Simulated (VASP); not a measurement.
# Na3YbGeSe (P3m1) in VASP: single point with PBE

Aim: the single point of Na3YbGeSe with PBE.

Everything below comes from runs of VASP 6.6.1. Logs are shortened: lines on timing, memory, paths and dates and some standing lists are left out, and cuts for length are marked.

### 1 The cell of the first run

The structure is trigonal, space group P3m1 (No. 156). The conventional cell has a = 4.736 Å, b = 4.736 Å, c = 7.611 Å, α = 90.00°, β = 90.00°, γ = 120.00°. Na (site symmetry 3m) has 3 Ge at 2.83 Å and 3 Na at 2.98 Å and 1 Se at 3.49 Å and 3 Yb at 3.63 Å within 3.7 Å. Within 3.9 Å of Na (site symmetry 3m) lie 6 Na at 2.98 to 3.13 Å and 3 Ge at 3.34 Å and 1 Yb at 3.57 Å and 3 Se at 3.58 Å. Na (site symmetry 3m) has 3 Se at 2.84 Å and 3 Na at 3.13 Å and 1 Ge at 3.46 Å within 3.7 Å. Yb (site symmetry 3m) has 3 Ge at 3.19 Å and 3 Se at 3.24 Å and 8 Na at 3.57 to 4.04 Å within 4.2 Å. Ge (site symmetry 3m) has 7 Na at 2.83 to 3.46 Å and 3 Yb at 3.19 Å within 3.7 Å. Within 3.7 Å of Se (site symmetry 3m) lie 7 Na at 2.84 to 3.58 Å and 3 Yb at 3.24 Å.

### 2 Single point, PBE, collinear spin, ferromagnetic start

Input file INCAR:

```
SYSTEM = Na3YbGeSe
PREC = Accurate
ENCUT = 520
EDIFF = 1E-6
ISMEAR = 0
SIGMA = 0.15
LREAL = .False.
LASPH = .True.
NELM = 150
ALGO = Normal
ISIF = 2
LWAVE = .False.
LCHARG = .True.
ISPIN = 2
MAGMOM = 0 0 0 1 0 0
LORBIT = 11
LMAXMIX = 6
GGA = PE
LELF = .True.
LVHAR = .True.
NBANDS = 46
```

Input file KPOINTS:

```
Automatic mesh
0
Gamma
  4 4 2
  0 0 0
```

Input file POSCAR:

```
Na3YbGeSe
1.0
    4.7359095866      0.0000000000      0.0000000000
   -2.3679547933      4.1014180120      0.0000000000
    0.0000000000      0.0000000000      7.6110942445
Na Yb Ge Se
3 1 1 1
Direct
    0.6666666667      0.3333333333      0.9903217272
    0.3333333333      0.6666666667      0.1454320873
    0.0000000000      0.0000000000      0.3467383468
    0.3333333333      0.6666666667      0.6765475630
    0.0000000000      0.0000000000      0.8925084320
    0.6666666667      0.3333333333      0.4484508237
```

Potentials or basis: VASP PAW PBE potentials, release 64 (Na_pv, Yb, Ge_d, Se).

Command:

```sh
$ cat potpaw_PBE.64/Na_pv/POTCAR potpaw_PBE.64/Yb/POTCAR potpaw_PBE.64/Ge_d/POTCAR potpaw_PBE.64/Se/POTCAR > POTCAR
$ mpirun -np 1 vasp_std > vasp.out
```

OUTCAR:

```text
SYSTEM = Na3YbGeSe
   PREC = Accurate
   ENCUT = 520
   EDIFF = 1E-6
   ISMEAR = 0
   LREAL = .False.
   LASPH = .True.
   NELM = 150
   ISIF = 2
   ISPIN = 2
   LORBIT = 11
   GGA = PE

 ion  position               nearest neighbor table
   1  0.667  0.333  0.990-   5 2.83   5 2.83   5 2.83
   2  0.333  0.667  0.145-
   3  0.000  0.000  0.347-
   4  0.333  0.667  0.677-   5 3.19   5 3.19   5 3.19   6 3.24   6 3.24   6 3.24
   5  0.000  0.000  0.893-   1 2.83   1 2.83   1 2.83   4 3.19   4 3.19   4 3.19
   6  0.667  0.333  0.448-   4 3.24   4 3.24   4 3.24

  LATTYP: Found a hexagonal cell.
 ALAT       =     4.7359095866
 C/A-ratio  =     1.6071029451

  Lattice vectors:

 A1 = (   4.7359095866,   0.0000000000,   0.0000000000)
 A2 = (  -2.3679547933,   4.1014180120,   0.0000000000)
 A3 = (   0.0000000000,   0.0000000000,   7.6110942445)

Analysis of symmetry for initial positions (statically):
=====================================================================
 Subroutine PRICEL returns:
 Original cell was already a primitive cell.

 Routine SETGRP: Setting up the symmetry group for a
 hexagonal supercell.

 Subroutine GETGRP returns: Found  6 space group operations
 (whereof  6 operations were pure point group operations)
 out of a pool of 24 trial point group operations.

The static configuration has the point symmetry C_3v.

Analysis of symmetry for dynamics (positions and initial velocities):
=====================================================================
 Subroutine PRICEL returns:
 Original cell was already a primitive cell.

 Routine SETGRP: Setting up the symmetry group for a
 hexagonal supercell.

 Subroutine GETGRP returns: Found  6 space group operations
 (whereof  6 operations were pure point group operations)
 out of a pool of 24 trial point group operations.

The dynamic configuration has the point symmetry C_3v.

Analysis of structural, dynamic, and magnetic symmetry:
=====================================================================
 Subroutine PRICEL returns:
 Original cell was already a primitive cell.

 Routine SETGRP: Setting up the symmetry group for a
 hexagonal supercell.

 Subroutine GETGRP returns: Found  6 space group operations
 (whereof  6 operations were pure point group operations)
[... 126 lines left out ...]
  energy-cutoff  :      520.00
  volume of cell :      147.84
 maximum number of plane-waves:      4012
 NGX is ok and might be reduce to    36
   NGX = 17   NGY = 17   NGZ = 29

 number of electron      65.0000053 magnetization       0.0008037

 Free energy of the ion-electron system (eV)
  ---------------------------------------------------
  ext. energy  EPLUGINS =         0.00000000
  ---------------------------------------------------
  free energy    TOTEN  =       -18.80701017 eV

  energy without entropy =      -18.75572854  energy(sigma->0) =      -18.78136936

 E-fermi :   2.4344     XC(G=0):  -8.8811

 val. band max:        2.3607746224   @ k =   0.5000   0.0000   0.5000
 cond. band min:       2.4659065898   @ k =   0.0000   0.0000   0.0000
 fundamental gap:      0.1051319673
 Fermi energy:         2.4344460725

 spin component 1

 k-point     1 :       0.0000    0.0000    0.0000
  band No.  band energies     occupation
      1     -49.2886      1.00000
      2     -22.4294      1.00000
      3     -22.4294      1.00000
      4     -22.4136      1.00000
      5     -22.0466      1.00000
      6     -22.0466      1.00000
[... 365 lines left out ...]
     43       8.1386      0.00000
     44       8.9421      0.00000
 Fermi energy:         2.4344460725

 spin component 2

 k-point     1 :       0.0000    0.0000    0.0000
  band No.  band energies     occupation
      1     -49.2891      1.00000
      2     -22.4294      1.00000
      3     -22.4294      1.00000
      4     -22.4136      1.00000
      5     -22.0467      1.00000
      6     -22.0467      1.00000
[... 365 lines left out ...]
     43       8.1388      0.00000
     44       8.9423      0.00000
 [bands above 44 left out]

------------------------ aborting loop because EDIFF is reached ----------------------------------------

  FORCE on cell =-STRESS in cart. coord.  units (eV):
  Direction    XX          YY          ZZ          XY          YZ          ZX
  --------------------------------------------------------------------------------------
  -------------------------------------------------------------------------------------
  Total        0.1269357      0.1269357     -0.0938045     -0.0000000      0.0000000      0.0000000
  in kB        1.3756564      1.3756564     -1.0165996     -0.0000000      0.0000000      0.0000000
  external PRESSURE =       0.5782377 kB  Pullay stress =       0.0000000 kB

 VOLUME and BASIS-vectors are now :
 -----------------------------------------------------------------------------
  energy-cutoff  :      520.00
  volume of cell :      147.84
      direct lattice vectors                 reciprocal lattice vectors
     4.735909587  0.000000000  0.000000000     0.211152680  0.121909056  0.000000000
    -2.367954793  4.101418012  0.000000000     0.000000000  0.243818113  0.000000000
     0.000000000  0.000000000  7.611094245     0.000000000  0.000000000  0.131387152

 POSITION                                       TOTAL-FORCE (eV/Angst)
 -----------------------------------------------------------------------------------
      2.36795      1.36714      7.53743         0.000000     -0.000000      0.007857
     -0.00000      2.73428      1.10690         0.000000     -0.000000     -0.002566
      0.00000      0.00000      2.63906        -0.000000      0.000000     -0.019019
     -0.00000      2.73428      5.14927        -0.000000     -0.000000      0.038324
      0.00000      0.00000      6.79297         0.000000      0.000000     -0.045886
      2.36795      1.36714      3.41320         0.000000     -0.000000      0.021290
 -----------------------------------------------------------------------------------
    total drift:                                0.000000      0.000000     -0.000386

  FREE ENERGIE OF THE ION-ELECTRON SYSTEM (eV)
  ---------------------------------------------------
  free  energy   TOTEN  =       -18.8070101687 eV

  energy  without entropy=      -18.7557285431  energy(sigma->0) =      -18.78136936

 total charge

# of ion       s       p       d       f       tot
--------------------------------------------------
    1        0.107   6.002   0.000   0.000   6.109
    2        0.086   5.980   0.000   0.000   6.066
    3        0.078   5.994   0.000   0.000   6.071
    4        2.133   5.989   0.265  13.607  21.994
    5        1.160   1.160   9.956   0.000  12.276
    6        1.442   2.391   0.007   0.000   3.840
--------------------------------------------------
tot          5.005  27.516  10.228  13.607  56.356

 magnetization (x)

# of ion       s       p       d       f       tot
--------------------------------------------------
    1       -0.000   0.000   0.000   0.000   0.000
    2       -0.000   0.000   0.000   0.000  -0.000
    3       -0.000  -0.000   0.000   0.000  -0.000
    4       -0.000   0.000   0.000  -0.001  -0.001
    5        0.000   0.001   0.000   0.000   0.001
    6       -0.000  -0.000   0.000   0.000  -0.000
--------------------------------------------------
tot         -0.000   0.001   0.000  -0.001  -0.000
```

stdout:

```text
POSCAR found type information on POSCAR NaYbGeSe
 POSCAR found :  4 types and       6 ions
 scaLAPACK will be used
 LDA part: xc-table for (Slater+PW92), standard interpolation
 POSCAR, INCAR and KPOINTS ok, starting setup
 FFT: planning ... GRIDC
 FFT: planning ... GRID_SOFT
 FFT: planning ... GRID
 WAVECAR not read
 entering main loop
```

It took 2.6 min on 1 thread of Intel Xeon 6975P-C (Granite Rapids), shared host; peak memory 0.39 GiB.

Results:

| Quantity | Value |
| --- | --- |
| Free energy | -18.8070 eV |
| Pressure | 0.1 GPa |
| Largest force | 0.046 eV/Å |
| Net moment | 0.00 μB per cell |
| Valence electrons inside the program's atomic spheres | Na 6.11, 6.07; Yb 21.99; Ge 12.28; Se 3.84 |

Forces on the atoms (eV/Å):
```
Na   0.000  0.000  0.008
Na   0.000  0.000 -0.003
Na   0.000  0.000 -0.019
Yb   0.000  0.000  0.038
Ge   0.000  0.000 -0.046
Se   0.000  0.000  0.021
```

Stress tensor (GPa, compression positive):
```
 0.14  0.00  0.00
 0.00  0.14  0.00
 0.00  0.00 -0.10
```

Caveat: the k points lie up to 0.41 Å⁻¹ apart; spin-orbit coupling is left out, which moves the levels of the heavy elements; without U or exact exchange the open f shell lies at the Fermi level, which spoils levels, moments and volumes.
